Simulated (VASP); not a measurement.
Write the native input for VASP 6.6.1 that does the following.

```yaml
Task: single point
Functional: PBEsol
Potentials_or_basis: VASP PAW PBE potentials, release 64 (K_sv, F)
Cutoff: 520 eV
k_mesh: 8 × 8 × 8
Occupations: gaussian, width 0.01 eV
Spin: no spin polarisation
Dipole_correction: no
Further_INCAR_settings: ALGO = Normal; EDIFF = 1e-07; NBANDS = 15
```

The structure of KF (Carobbiite) lies in POSCAR:

```
KF
1.0
    2.6276455660      2.6276455660      0.0000000000
   -2.6276455660      2.6276455660      0.0000000000
    0.0000000000      2.6276455660      2.6644600713
K F
1 1
Direct
    0.0000000000      0.0000000000      0.0000000000
    0.5000000000      0.5000000000      0.0000000000
```

This cell differs from its parent crystal: in-plane strain -0.01, then relaxed in part.

The input as run:

INCAR

```
SYSTEM = KF
PREC = Accurate ; ENCUT = 520
EDIFF = 1E-7 ; ISMEAR = 0
SIGMA = 0.01 ; LREAL = .False.
LASPH = .True. ; NELM = 100
ALGO = Normal ; ISIF = 2
LWAVE = .False. ; LCHARG = .False.
GGA = PS ; NBANDS = 15
```

KPOINTS

```
regular mesh
0
Gamma
  8 8 8
  0 0 0
```

Potentials or basis: VASP PAW PBE potentials, release 64 (K_sv, F).

Command:

```console
$ cat potpaw_PBE.64/K_sv/POTCAR potpaw_PBE.64/F/POTCAR > POTCAR
$ mpirun -np 1 vasp_std > vasp.out
```

Results of the run:

```json
{"Pressure": "0.6 GPa", "Band gap on the k mesh": "6.20 eV, direct"}
```

Caveat: the cell differs from its parent crystal (in-plane strain -0.01, then relaxed in part); the PAW data sets were made with another functional, which shifts forces and pressure a little.

Wall time 51 s on 1 thread of Intel Xeon 8259CL, on a shared host, peak memory 0.17 GiB.
